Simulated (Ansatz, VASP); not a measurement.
## MgCd3Te4 in VASP and in Ansatz

File INCAR:

```
SYSTEM = MgCd3Te4
PREC = Accurate
ENCUT = 520
EDIFF = 1E-6
ISMEAR = 0
SIGMA = 0.01
LREAL = .FALSE.
LASPH = .TRUE.
NELM = 80
ALGO = Normal
ISIF = 2
LWAVE = .FALSE.
LCHARG = .FALSE.
GGA = PE
NBANDS = 41
```

The input KPOINTS:

```
regular mesh
0
G
  4 4 4
  0 0 0
```

File POSCAR:

```
MgCd3Te4
1.0
    6.7204169435      0.0000000000      0.0000000000
    0.0000000000      6.7204169435      0.0000000000
    0.0000000000      0.0000000000      6.7204169435
Mg Te Cd
1 4 3
Direct
    0.0000000000      0.0000000000      0.0000000000
    0.2472029275      0.2472029275      0.2472029275
    0.7527970725      0.7527970725      0.2472029275
    0.7527970725      0.2472029275      0.7527970725
    0.2472029275      0.7527970725      0.7527970725
    0.5000000000      0.5000000000      0.0000000000
    0.5000000000      0.0000000000      0.5000000000
    0.0000000000      0.5000000000      0.5000000000
```

Input for Ansatz:

```yaml
crystal:
  lattice:
    - [6.7204169435, 0.0, 0.0]
    - [0.0, 6.7204169435, 0.0]
    - [0.0, 0.0, 6.7204169435]
  atoms:
    - { symbol: Mg, position: [0.0, 0.0, 0.0] }
    - { symbol: Te, position: [0.2472029275, 0.2472029275, 0.2472029275] }
    - { symbol: Cd, position: [0.5, 0.5, 0.0] }
    - { symbol: Te, position: [0.7527970725, 0.7527970725, 0.2472029275] }
    - { symbol: Cd, position: [0.5, 0.0, 0.5] }
    - { symbol: Te, position: [0.7527970725, 0.2472029275, 0.7527970725] }
    - { symbol: Cd, position: [0.0, 0.5, 0.5] }
    - { symbol: Te, position: [0.2472029275, 0.7527970725, 0.7527970725] }
kpoints:
  mp_grid: { grid: [4, 4, 4] }
hamiltonian:
  xc: pbe
scf:
  occupations: { method: fixed }
  n_extra_bands: 6
output:
  forces: true
  stress: true
  eigenvalues: true
```

Alike in both runs: task single point; functional PBE; k mesh 4 × 4 × 4; no spin polarisation.

```csv
,VASP,Ansatz
version,VASP 6.6.1,Ansatz 0.2.0
potentials or method,"VASP PAW PBE potentials, release 64 (Mg, Te, Cd)","plane waves, PAW"
plane-wave cutoff (eV),520,420
occupations,"gaussian, width 0.01 eV",fixed
valence electrons in the cell,62,134
```

VASP gave:

```
gap on the k mesh at the Fermi level (eV) : 0.81
pressure (GPa)                            : -1.7
rms of the force components (eV/Å)        : 0.004
```

Task: What did Ansatz give for the same quantities?

Result: gap on the k mesh at the Fermi level (eV): 0.82; pressure (GPa): -1.8; rms of the force components (eV/Å): 0.010.

VASP's potentials hold 62 valence electrons a cell and Ansatz's 134, so a difference there can come from the potentials and not from the codes.

Neither program's run includes spin-orbit coupling.
